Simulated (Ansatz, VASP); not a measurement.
**Sn2H in VASP and in Ansatz**

INCAR

```
  PREC = Accurate
  ENCUT = 600
  EDIFF = 1E-6
  ISMEAR = 0
  SIGMA = 0.1
  LREAL = F
  LASPH = T
  NELM = 100
  ALGO = Fast
  ISIF = 3
  LWAVE = F
  LCHARG = F
  GGA = PE
  IBRION = 2
  NSW = 90
  EDIFFG = -0.04
```

File KPOINTS:

```
regular mesh
0
Gamma
  6 6 4
```

POSCAR

```
Sn2H
1.0
    4.7018606800      0.0000000000      0.0000000000
   -2.3509303400      4.0719307900      0.0000000000
    0.0000000000      0.0000000000      5.7342183500
Sn H
4 2
Direct
    0.0000000000      0.0000000000      0.5000000000
    0.0000000000      0.0000000000      0.0000000000
    0.6666666700      0.3333333300      0.2500000000
    0.3333333300      0.6666666700      0.7500000000
    0.6666666700      0.3333333300      0.7500000000
    0.3333333300      0.6666666700      0.2500000000
```

Input for Ansatz:

```yaml
crystal:
  lattice:
    - [4.70186068, 0.0, 0.0]
    - [-2.35093034, 4.07193079, 0.0]
    - [0.0, 0.0, 5.73421835]
  atoms:
    - { symbol: Sn, position: [0.0, 0.0, 0.5] }
    - { symbol: Sn, position: [0.0, 0.0, 0.0] }
    - { symbol: Sn, position: [0.66666667, 0.33333333, 0.25] }
    - { symbol: Sn, position: [0.33333333, 0.66666667, 0.75] }
    - { symbol: H, position: [0.66666667, 0.33333333, 0.75] }
    - { symbol: H, position: [0.33333333, 0.66666667, 0.25] }
basis:
  ecutwfc: 420
kpoints:
  mp_grid: { grid: [6, 6, 4] }
hamiltonian:
  xc: pbe
scf:
  occupations: { method: gaussian, width: 0.1 }
  lower_state_search: "off"
output:
  forces: true
  stress: true
  eigenvalues: true
relax:
  adjacent_minimum: "off"
  f_tol: 0.04
  max_steps: 70
  cell: { stress_tol: 0.4 }
```

Change from the starting cell: species swapped into the Mn2Ge type (P6_3/mmc, No. 194).

Alike in both runs: task relaxation of cell and atoms; functional PBE; k mesh 6 × 6 × 4; occupations gaussian, width 0.1 eV; no spin polarisation.

|  | VASP | Ansatz |
| --- | --- | --- |
| version | VASP 6.6.1 | Ansatz 0.2.0 |
| potentials or method | VASP PAW PBE potentials, release 64 (Sn_d, H), cutoff 600 eV | scalar-relativistic, plane waves, PAW |
| valence electrons in the cell | 58 | 58 |

```csv
,VASP,Ansatz,Ansatz less VASP
"gap on the k mesh at the Fermi level, each at its own relaxed structure (eV)",none,none,-
relaxed volume (Å³/atom),20.56,20.54,-0.016
relaxed length of the cell vector where the two differ most in proportion (Å),5.804,5.825,+0.0205
```

A gap of «none» marks a metal or a gap that the smearing closes.
